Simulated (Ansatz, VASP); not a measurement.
**ZnSe: VASP beside Ansatz**

```
CELL_PARAMETERS angstrom
0.00000 2.83242 2.83242
2.83242 0.00000 2.83242
2.83242 2.83242 0.00000
ATOMIC_POSITIONS crystal
Zn 0.00000 0.00000 0.00000
Se 0.25000 0.25000 0.25000
```

Alike in both runs: task single point; functional PBE-based screened hybrid; k mesh 4 × 4 × 4; no spin polarisation.

|  | VASP | Ansatz |
| --- | --- | --- |
| version | VASP 6.6.1 | Ansatz 0.2.0 |
| potentials or method | VASP PAW PBE potentials, release 64 (Zn, Se) | plane waves |
| plane-wave cutoff (eV) | 520 | 420 |
| occupations | gaussian, width 0.01 eV | fixed |
| valence electrons in the cell | 18 | 28 |

|  | VASP | Ansatz | Ansatz less VASP |
| --- | --- | --- | --- |
| gap on the k mesh at the Fermi level (eV) | 2.92 | 2.93 | +0.014 |
| pressure (GPa) | 1.2 | 1.2 | +0.09 |

VASP's potentials were made for PBE, not for PBE-based screened hybrid. VASP's potentials hold 18 valence electrons a cell and Ansatz's 28, so a difference there can come from the potentials and not from the codes. Ansatz's warnings: stress exchange threshold loose, stress scf threshold loose.

The k mesh is coarse, so the values compare programs but aren't converged.
